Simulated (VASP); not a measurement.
**InAs: relaxation of cell and atoms with PBEsol**

The system is InAs.

```xyz
2
Lattice="0.0000 2.6343 2.6343 2.6343 0.0000 2.6343 2.6343 2.6343 0.0000" Properties=species:S:1:pos:R:3 pbc="T T T"
In    2.6343    2.6343    2.6343
As    0.0000    0.0000    0.0000
```

```yaml
Program: VASP 6.6.1
Task: relaxation of cell and atoms
Functional: PBEsol
Potentials_or_basis: VASP PAW PBE potentials, release 64 (In_d, As)
Cutoff: 500 eV
k_mesh: 14 × 14 × 14
Occupations: gaussian, width 0.1 eV
Spin: no spin polarisation
Target_pressure: 25 GPa
Dipole_correction: no
Further_INCAR_settings: ALGO = Normal; EDIFF = 1e-07; IBRION = 2; EDIFFG = -0.004; NSW = 70; ISIF = 3
```

```json
{"Relaxed volume": "18.32 Å³/atom", "Relaxed cell": "a = 3.728 Å, b = 3.728 Å, c = 3.728 Å, α = 60.00°, β = 60.00°, γ = 60.00°", "Space group after relaxing (to 0.1 Å)": "Fm-3m (No. 225)", "Energy change on relaxing (the run minimises the enthalpy)": "-7.0 meV/atom", "Ionic steps": "3", "Pressure after relaxing": "25.0 GPa", "Band gap on the k mesh": "zero (bands 9 and 10 overlap by 3.24 eV)"}
```

Step by step:
```csv
step,energy change (eV),largest force (eV/Å),pressure (GPa),volume (Å³)
1,0.0000,0.0000,25.44,36.56
2,-0.0411,0.0000,24.18,36.83
3,-0.0140,0.0000,25.00,36.65
```

Final structure:
```
In As
1.0
     0.00000    2.63641    2.63641
     2.63641    0.00000    2.63641
     2.63641    2.63641    0.00000
In As
1 1
Cartesian
  2.6364 2.6364 2.6364
  0.0000 0.0000 0.0000
```

Levels at points of the mesh, in eV from the Fermi level:
```tsv
k point	band 7	band 8	band 9	band 10	band 11	band 12
(0.00, 0.00, 0.00)	-0.35	-0.35	-0.35	1.48	7.44	7.44
(0.50, 0.00, 0.00)	-8.06	0.34	0.34	2.29	3.30	3.30
(0.50, 0.50, 0.00)	-6.49	-3.17	-3.17	-2.68	3.38	11.46
```

Run time: 61 s on 1 thread of AMD EPYC 9R45 96-Core Processor (Zen 5) (shared host), peak memory 0.17 GiB.

Caveat: the cell is relaxed towards a set pressure, so the run minimises the enthalpy, not the energy; the PAW data sets were made with another functional, which shifts forces and pressure a little; spin-orbit coupling is left out, which moves the levels of the heavy elements.
